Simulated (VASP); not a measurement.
Write the native input for VASP 6.6.1 that does the following.

- Task: single point
- Functional: PBEsol
- Potentials or basis: VASP PAW PBE potentials, release 64 (W_sv)
- Cutoff: 500 eV
- k mesh: 22 × 22 × 22
- Occupations: gaussian, width 0.15 eV
- Spin: no spin polarisation
- Dipole correction: no
- Further INCAR settings: ALGO = Normal; EDIFF = 1e-06; NBANDS = 13

The structure of W lies in POSCAR:

```
W
1.0
    0.0000000000      2.0870677800      1.9319986440
    2.0870677800      0.0000000000      1.9319986440
    2.0870677800      2.0870677800      0.0000000000
W
1
Direct
    0.0000000000      0.0000000000      0.0000000000
```

These files were run (other wordings do the same):

INCAR

```
SYSTEM = W
PREC = Accurate
ENCUT = 500
EDIFF = 1E-6
ISMEAR = 0
SIGMA = 0.15
LREAL = .False.
LASPH = .True.
NELM = 120
ALGO = Normal
ISIF = 2
LWAVE = .False.
LCHARG = .True.
GGA = PS
LELF = .True.
LVHAR = .True.
NBANDS = 13
GGA_COMPAT = .False.
```

KPOINTS

```
regular mesh
0
Gamma
  22 22 22
  0 0 0
```

Potentials or basis: VASP PAW PBE potentials, release 64 (W_sv).

The run is started by

```console
$ cat potpaw_PBE.64/W_sv/POTCAR > POTCAR
$ mpirun -np 1 vasp_std > vasp.out
```

It gave:

```yaml
Pressure: -14.0 GPa
Band_gap_on_the_k_mesh: zero (bands 7 and 8 overlap by 4.42 eV)
```

Caveat: the cell stands under tension; the PAW data sets were made with another functional, which shifts forces and pressure a little; spin-orbit coupling is left out, which moves the levels of the heavy elements.

It took 2.4 min on 1 thread of Intel Xeon 8259CL (shared host), peak memory 0.28 GiB.
